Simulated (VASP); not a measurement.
## Ca: single point with PBE

Crystal: Ca.

```
Ca
1.0
     0.00000    2.57607    2.57607
     2.57607    0.00000    2.57607
     2.57607    2.57607    0.00000
Ca
1
Cartesian
  0.0000 0.0000 0.0000
```

```yaml
Program: VASP 6.6.1
Task: single point
Functional: PBE
Potentials_or_basis: VASP PAW PBE potentials, release 64 (Ca_sv)
Cutoff: 520 eV
k_mesh: 8 × 8 × 8
Occupations: fermi-dirac, width 0.05 eV
Spin: no spin polarisation
```

```yaml
Pressure: 5.0 GPa
Band_gap_on_the_k_mesh: zero (band 5 reaches 2.92 eV, above the bottom of band 6 at 2.88 eV)
```

Levels at points of the mesh, in eV from the Fermi level:
| k point | band 1 | band 2 | band 3 | band 4 | band 5 | band 6 | band 7 | band 8 | band 9 | band 10 |
| --- | --- | --- | --- | --- | --- | --- | --- | --- | --- | --- |
| (0.00, 0.00, 0.00) | -41.51 | -22.38 | -22.38 | -22.38 | -4.36 | 2.64 | 2.64 | 2.64 | 4.00 | 4.00 |
| (0.50, 0.00, 0.00) | -41.48 | -22.68 | -22.42 | -22.42 | -1.06 | 0.10 | 2.48 | 2.48 | 4.89 | 4.89 |
| (0.50, 0.50, 0.00) | -41.46 | -22.66 | -22.49 | -22.49 | -0.68 | 0.45 | 1.48 | 4.88 | 5.13 | 5.13 |

Wall time 6.8 s on 1 thread of Intel(R) Xeon(R) 6975P-C (Granite Rapids), with other jobs on the host, peak memory 0.15 GiB.
